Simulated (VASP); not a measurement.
# CuO in VASP: further runs

The runs below take CuO through single point, with PBE, LDA.

Everything below comes from runs of VASP 6.6.1. Logs are shortened: lines on timing, memory, paths and dates and some standing lists are left out, and cuts for length are marked.

## 1. The cell of the first run

The typed cell holds 4 atoms: a = 2.949 Å, b = 2.949 Å, c = 5.153 Å, α = 90.00°, β = 90.00°, γ = 90.01°.

## 2. Single point, PBE

Contents of INCAR:

```
SYSTEM = CuO
PREC = Accurate ; ENCUT = 520
EDIFF = 1E-6 ; ISMEAR = -1
SIGMA = 0.1 ; LREAL = .FALSE.
LASPH = .TRUE. ; NELM = 100
ALGO = Normal ; ISIF = 2
LWAVE = .FALSE. ; LCHARG = .FALSE.
GGA = PE ; NBANDS = 25
```

Contents of KPOINTS:

```
regular mesh
0
G
  9 9 5
  0 0 0
```

Contents of POSCAR:

```
CuO
1.0
    2.0786261353     -2.0853122819      0.1629846986
    2.0786261353      2.0853122819      0.1629846986
   -0.4024737209      0.0000000000      5.1371093456
Cu O
2 2
Direct
    0.0000000000      0.5000000000      0.0000000000
    0.5000000000      0.0000000000      0.5000000000
    0.4999825059      0.5000174941      0.2500000000
    0.5000174941      0.4999825059      0.7500000000
```

Potentials or basis: VASP PAW PBE potentials, release 64 (Cu, O).

The run is started by

```bash
$ cat potpaw_PBE.64/Cu/POTCAR potpaw_PBE.64/O/POTCAR > POTCAR
$ mpirun -np 1 vasp_std > vasp.out
```

OUTCAR:

```text
SYSTEM = CuO
   PREC = Accurate
   ENCUT = 520
   EDIFF = 1E-6
   ISMEAR = -1
   LREAL = .FALSE.
   LASPH = .TRUE.
   NELM = 100
   ISIF = 2
   GGA = PE

 ion  position               nearest neighbor table
   1  0.000  0.500  0.000-   4 1.96   3 1.96   4 1.96   3 1.96
   2  0.500  0.000  0.500-   3 1.96   4 1.96   4 1.96   3 1.96
   3  0.500  0.500  0.250-   1 1.96   2 1.96   2 1.96   1 1.96
   4  0.500  0.500  0.750-   2 1.96   1 1.96   2 1.96   1 1.96

  LATTYP: Found a base centered monoclinic cell.
 ALAT       =     4.1700122889
 B/A-ratio  =     1.0001468281
 C/A-ratio  =     1.2356921372
 COS(beta)  =    -0.0000630901

  Lattice vectors:

 A1 = (  -2.0786261353,   2.0853122819,  -0.1629846986)
 A2 = (  -2.0786261353,  -2.0853122819,  -0.1629846986)
 A3 = (  -0.4024737209,   0.0000000000,   5.1371093456)

Analysis of symmetry for initial positions (statically):
=====================================================================
 Subroutine PRICEL returns:
 Original cell was already a primitive cell.

 Routine SETGRP: Setting up the symmetry group for a
 base centered monoclinic supercell.

 Subroutine GETGRP returns: Found  4 space group operations
 (whereof  2 operations were pure point group operations)
 out of a pool of  4 trial point group operations.

The static configuration has the point symmetry S_2 .
 The point group associated with its full space group is C_2h.

Analysis of symmetry for dynamics (positions and initial velocities):
=====================================================================
 Subroutine PRICEL returns:
 Original cell was already a primitive cell.

 Routine SETGRP: Setting up the symmetry group for a
 base centered monoclinic supercell.

 Subroutine GETGRP returns: Found  4 space group operations
 (whereof  2 operations were pure point group operations)
 out of a pool of  4 trial point group operations.

The dynamic configuration has the point symmetry S_2 .
 The point group associated with its full space group is C_2h.

 Subroutine INISYM returns: Found  4 space group operations
 (whereof  2 operations are pure point group operations),
 and found     1 'primitive' translations

----------------------------------------------------------------------------------------

                                     Primitive cell

  volume of cell :      44.8081

  direct lattice vectors                    reciprocal lattice vectors
     2.078626135 -2.085312282  0.162984699     0.239074831 -0.239772241  0.018730638
     2.078626135  2.085312282  0.162984699     0.239074831  0.239772241  0.018730638
    -0.402473721  0.000000000  5.137109346    -0.015170220  0.000000000  0.193473473

  length of vectors
     2.948860447  2.948860447  5.152851397     0.339114051  0.339114051  0.194067309

  position of ions in fractional coordinates (direct lattice)
     1.000000000  0.500000000  0.000000000
     0.500000000  1.000000000  0.500000000
     0.499982506  0.500017494  0.250000000
     0.500017494  0.499982506  0.750000000

  ion indices of the primitive-cell ions
   primitive index   ion index
                 1           1
                 2           2
                 3           3
                 4           4

----------------------------------------------------------------------------------------

 KPOINTS: regular mesh

Automatic generation of k-mesh.
 Grid dimensions read from file:
 generate k-points for:    9    9    5

 Generating k-lattice:

  Cartesian coordinates                     Fractional coordinates (reciprocal lattice)
     0.026563870 -0.026641360  0.002081182     0.111111111 -0.000000000  0.000000000
     0.026563870  0.026641360  0.002081182    -0.000000000  0.111111111  0.000000000
    -0.003034044  0.000000000  0.038694695     0.000000000  0.000000000  0.200000000

  Length of vectors
     0.037679339  0.037679339  0.038813462

  Shift w.r.t. Gamma in fractional coordinates (k-lattice)
     0.000000000  0.000000000  0.000000000

 Subroutine IBZKPT returns following result:
 ===========================================

 Found    115 irreducible k-points:

 Following reciprocal coordinates:
            Coordinates               Weight
  0.000000  0.000000  0.000000      1.000000
  0.111111  0.000000  0.000000      4.000000
  0.222222 -0.000000  0.000000      4.000000
  0.333333 -0.000000  0.000000      4.000000
  0.444444 -0.000000  0.000000      4.000000
  0.111111  0.111111  0.000000      2.000000
[... 16 lines left out ...]
 -0.333333  0.333333  0.000000      2.000000
  0.444444  0.444444  0.000000      2.000000
 [... further k-points ...]
   k-points           NKPTS =    115   k-points in BZ     NKDIM =    115   number of bands    NBANDS=     25
   number of dos      NEDOS =    301   number of ions     NIONS =      4
   total plane-waves  NPLWV =  23040
   dimension x,y,z NGX =    24 NGY =   24 NGZ =   40
   dimension x,y,z NGXF=    48 NGYF=   48 NGZF=   80
   ions per type =               2   2
   NGX,Y,Z   is equivalent  to a cutoff of  13.53, 13.53, 12.91 a.u.
   NGXF,Y,Z  is equivalent  to a cutoff of  27.06, 27.06, 25.81 a.u.
 SYSTEM =  CuO
   PREC   = accura    normal or accurate (medium, high low for compatibility)
   ISTART =      0    job   : 0-new  1-cont  2-samecut
   ICHARG =      2    charge: 1-file 2-atom 10-const
   ISPIN  =      1    spin polarized calculation?
   LNONCOLLINEAR =      F non collinear calculations
   LSORBIT =      F    spin-orbit coupling
   LASPH  =      T    aspherical Exc in radial PAW
   ENCUT  =  520.0 eV  38.22 Ry    6.18 a.u.   5.48  5.48  9.58*2*pi/ulx,y,z
   NELM   =    100;   NELMIN=  2; NELMDL= -5     # of ELM steps
   EDIFF  = 0.1E-05   stopping-criterion for ELM
   LREAL  =      F    real-space projection
   EDIFFG = 0.1E-04   stopping-criterion for IOM
   NSW    =      0    number of steps for IOM
   IBRION =     -1    ionic relax: 0-MD 1-quasi-New 2-CG
   NFREE  =      0    steps in history (QN), initial steepest desc. (CG)
   ISIF   =      2    stress and relaxation
   ISYM   =      2    0-nonsym 1-usesym 2-fastsym
   POTIM  = 0.5000    time-step for ionic-motion
   TEBEG  =    0.0;   TEEND  =   0.0 temperature during run
   PSTRESS=    0.0 pullay stress
   NELECT =      34.0000    total number of electrons
   NUPDOWN=      -1.0000    fix difference up-down
   EMIN   =  10.00;   EMAX   =-10.00  energy-range for DOS
   EFERMI =   0.00;   METHOD = LEGACY
   ISMEAR =    -1;   SIGMA  =   0.10  broadening in eV -4-tet -1-fermi 0-gaus
   EFERMI_NEDOS =   21; number of points for ismear=-14 and -15
   IALGO  =     38    algorithm
   IMIX   =      4    mixing-type and parameters
     AMIX     =   0.40;   BMIX     =  1.00
     AMIX_MAG =   1.60;   BMIX_MAG =  1.00
  volume/ion in A,a.u.               =      11.20        75.59
  Fermi-wavevector in a.u.,A,eV,Ry     =   1.493192  2.821725 30.335872  2.229624
  Thomas-Fermi vector in A             =   2.605624
   LORBIT       =      0    0 simple, 1 ext, 2 COOP (PROOUT), +10 PAW based schemes
   GGA     = PE    functional components
   LHFCALC =     F    Hartree Fock is set to
   AEXX    =    0.0000 exact exchange contribution
   IVDW    =     0    specifies the selected vdW correction
   LEPSILON=     F    determine dielectric tensor
   LRPA    =     F    only Hartree local field effects (RPA)
 non-spin polarized calculation
  energy-cutoff  :      520.00
  volume of cell :       44.81
 maximum number of plane-waves:      1231
 NGX is ok and might be reduce to    24
   NGX = 11   NGY = 11   NGZ = 19

 number of electron      34.0000018 magnetization

 Free energy of the ion-electron system (eV)
  ---------------------------------------------------
  ext. energy  EPLUGINS =         0.00000000
  ---------------------------------------------------
  free energy    TOTEN  =       -19.76714464 eV

  energy without entropy =      -19.69088161  energy(sigma->0) =      -19.72901313

 E-fermi :   4.7558     XC(G=0): -11.2547

 val. band max:        4.6930375447   @ k =   0.1111   0.1111   0.4000
 cond. band min:       4.7620378586   @ k =  -0.4444   0.0000   0.2000
 fundamental gap:      0.0690003140
 Fermi energy:         4.7557713215

 k-point     1 :       0.0000    0.0000    0.0000
  band No.  band energies     occupation
      1     -14.9437      2.00000
      2     -13.6516      2.00000
      3      -3.2339      2.00000
      4      -0.5993      2.00000
      5      -0.5990      2.00000
      6       1.0801      2.00000
[... 17 lines left out ...]
     24      19.1712      0.00000
     25      19.4767      0.00000

 k-point     2 :       0.1111    0.0000    0.0000
  band No.  band energies     occupation
      1     -14.8819      2.00000
      2     -13.6329      2.00000
      3      -3.1234      2.00000
      4      -0.6532      2.00000
      5      -0.5675      2.00000
      6       0.4355      2.00000
[... 17 lines left out ...]
     24      19.3626      0.00000
     25      19.5380      0.00000

 k-point     3 :       0.2222   -0.0000    0.0000
  band No.  band energies     occupation
      1     -14.7192      2.00000
      2     -13.5853      2.00000
      3      -2.8291      2.00000
      4      -0.7487      2.00000
      5      -0.6406      2.00000
      6      -0.4855      2.00000
[... 17 lines left out ...]
     24      19.3918      0.00000
     25      19.6382      0.00000

 k-point     4 :       0.3333   -0.0000    0.0000
  band No.  band energies     occupation
      1     -14.5232      2.00000
      2     -13.5304      2.00000
      3      -2.4659      2.00000
      4      -1.5899      2.00000
      5      -0.7770      2.00000
      6      -0.3885      2.00000
[... 17 lines left out ...]
     24      18.5449      0.00000
     25      19.5098      0.00000

 k-point     5 :       0.4444   -0.0000    0.0000
  band No.  band energies     occupation
      1     -14.3882      2.00000
      2     -13.4942      2.00000
      3      -2.2206      2.00000
      4      -2.1255      2.00000
      5      -0.7230      2.00000
      6      -0.3227      2.00000
[... 17 lines left out ...]
     24      17.2038      0.00000
     25      19.3237      0.00000

 k-point     6 :       0.1111    0.1111    0.0000
  band No.  band energies     occupation
      1     -14.8205      2.00000
      2     -13.6148      2.00000
      3      -3.0124      2.00000
      4      -0.6444      2.00000
      5      -0.5950      2.00000
      6       0.3172      2.00000
[... 17 lines left out ...]
     24      18.2204      0.00000
     25      19.6549      0.00000
[... 393 lines left out ...]
 k-point    21 :       0.4444    0.3333    0.0000
  band No.  band energies     occupation
      1     -14.0118      2.00000
      2     -13.4070      2.00000
      3      -1.8144      2.00000
      4      -1.3483      2.00000
      5      -1.2148      2.00000
      6      -0.5205      2.00000
[... 17 lines left out ...]
     24      16.2633      0.00000
     25      17.5556      0.00000

 k-point    22 :      -0.4444    0.3333   -0.0000
  band No.  band energies     occupation
      1     -14.0118      2.00000
      2     -13.4070      2.00000
      3      -1.8144      2.00000
      4      -1.3483      2.00000
      5      -1.2147      2.00000
      6      -0.5204      2.00000
[... 17 lines left out ...]
     24      16.2639      0.00000
     25      17.5548      0.00000

 k-point    23 :      -0.3333    0.3333    0.0000
  band No.  band energies     occupation
      1     -14.1354      2.00000
      2     -13.4353      2.00000
      3      -1.6449      2.00000
      4      -1.3935      2.00000
      5      -1.2128      2.00000
      6      -0.6193      2.00000
[... 17 lines left out ...]
     24      16.1740      0.00000
     25      18.5515      0.00000

 k-point    24 :       0.4444    0.4444    0.0000
  band No.  band energies     occupation
      1     -13.8922      2.00000
      2     -13.3812      2.00000
      3      -1.7310      2.00000
      4      -1.7111      2.00000
      5      -0.9949      2.00000
      6      -0.4040      2.00000
[... 17 lines left out ...]
     24      15.8265      0.00000
     25      16.5746      0.00000

 [... further k-points ...]

------------------------ aborting loop because EDIFF is reached ----------------------------------------

  FORCE on cell =-STRESS in cart. coord.  units (eV):
  Direction    XX          YY          ZZ          XY          YZ          ZX
  --------------------------------------------------------------------------------------
  -------------------------------------------------------------------------------------
  Total        0.1565085      0.1552606      0.2642161      0.0000000      0.0000000     -0.0086492
  in kB        5.5961890      5.5515684      9.4474311      0.0000000      0.0000000     -0.3092659
  external PRESSURE =       6.8650628 kB  Pullay stress =       0.0000000 kB

 VOLUME and BASIS-vectors are now :
 -----------------------------------------------------------------------------
  energy-cutoff  :      520.00
  volume of cell :       44.81
      direct lattice vectors                 reciprocal lattice vectors
     2.078626135 -2.085312282  0.162984699     0.239074831 -0.239772241  0.018730638
     2.078626135  2.085312282  0.162984699     0.239074831  0.239772241  0.018730638
    -0.402473721  0.000000000  5.137109346    -0.015170220  0.000000000  0.193473473

 POSITION                                       TOTAL-FORCE (eV/Angst)
 -----------------------------------------------------------------------------------
      1.03931      1.04266      0.08149        -0.000000     -0.000000      0.000000
      0.83808     -1.04266      2.65005        -0.000000     -0.000000      0.000000
      1.97801      0.00007      1.44726         0.000000     -0.000021     -0.000000
      1.77677     -0.00007      4.01582        -0.000000      0.000021      0.000000
 -----------------------------------------------------------------------------------
    total drift:                                0.000000      0.000000     -0.000000

  FREE ENERGIE OF THE ION-ELECTRON SYSTEM (eV)
  ---------------------------------------------------
  free  energy   TOTEN  =       -19.7671446434 eV

  energy  without entropy=      -19.6908816129  energy(sigma->0) =      -19.72901313
```

Wall time 1.7 min (1 thread of Intel Xeon Platinum 8259CL at 2.50GHz (Skylake/Cascade Lake), shared host); peak memory 0.23 GiB.

Results:

| Item | Value |
| --- | --- |
| Free energy | -19.7671 eV |
| Pressure | 0.7 GPa |
| Band gap on the k mesh | zero (bands 17 and 18 overlap by 0.93 eV) |

Stress tensor (GPa, compression positive):
```
 0.56  0.00 -0.03
 0.00  0.56  0.00
-0.03  0.00  0.94
```

Caveat: semilocal functionals often make such compounds metallic where correlation or magnetic order opens a gap, which also shifts bond lengths. With open d or f shells a metallic result of PBE can be an artefact of self-interaction; +U or a hybrid may open a gap.

[end of part 1 of 2]

The gap in the log of VASP goes by the Fermi energy; the results here count the filled bands.